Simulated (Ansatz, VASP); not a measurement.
## Sr in VASP and in Ansatz

```
CELL_PARAMETERS angstrom
4.44830 0.00000 0.00000
-2.22415 3.85234 0.00000
0.00000 0.00000 14.56153
ATOMIC_POSITIONS crystal
Sr 0.00000 0.00000 0.00000
Sr 0.00000 0.00000 0.50000
Sr 0.33333 0.66667 0.25000
Sr 0.66667 0.33333 0.75000
```

Alike in both runs: task single point; functional revPBE; k mesh 10 × 10 × 3; occupations fermi-dirac, width 0.1 eV; no spin polarisation.

```csv
,VASP,Ansatz
version,VASP 6.6.1,Ansatz 0.2.0
potentials or method,"VASP PAW PBE potentials, release 64 (Sr_sv), cutoff 520 eV","plane waves (420 eV) with PAW, scalar-relativistic"
valence electrons in the cell,40,40
```

|  | VASP | Ansatz | Ansatz less VASP |
| --- | --- | --- | --- |
| pressure (GPa) | -0.7 | -0.7 | 0.00 |

VASP's potentials were made for PBE, not for revPBE.
